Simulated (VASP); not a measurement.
A run of VASP 6.6.1:

Contents of INCAR:

```
SYSTEM = TiO2
  PREC = Accurate
  ENCUT = 520
  EDIFF = 1E-6
  ISMEAR = -1
  SIGMA = 0.05
  LREAL = .FALSE.
  LASPH = .TRUE.
  NELM = 80
  ALGO = Normal
  ISIF = 2
  LWAVE = .FALSE.
  LCHARG = .FALSE.
  GGA = PS
  NBANDS = 19
```

The input KPOINTS:

```
regular mesh
0
G
  10 10 10
  0 0 0
```

File POSCAR:

```
TiO2
1.0
    1.4770945154      0.8528009160      6.8871876337
   -1.4770945154      0.8528009160      6.8871876337
    0.0000000000     -1.7056018321      6.8871876337
Ti O
1 2
Direct
    0.0000000000      0.0000000000      0.0000000000
    0.3795330000      0.3795330000      0.3795330000
    0.6204670000      0.6204670000      0.6204670000
```

Potentials or basis: VASP PAW PBE potentials, release 64 (Ti_sv, O).

Run with:

```console
$ cat potpaw_PBE.64/Ti_sv/POTCAR potpaw_PBE.64/O/POTCAR > POTCAR
$ mpirun -np 1 vasp_std > vasp.out
```

Hardware: 1 thread of Intel(R) Xeon(R) Platinum 8259CL CPU @ 2.50GHz (Skylake/Cascade Lake), on a shared host.

**Question.** How long does it take, and how much memory?

**Answer.** It took 11 min on 1 thread of Intel(R) Xeon(R) Platinum 8259CL CPU @ 2.50GHz (Skylake/Cascade Lake) (shared host), peak memory 0.43 GiB. Counts: scf iterations 16, k points 116.
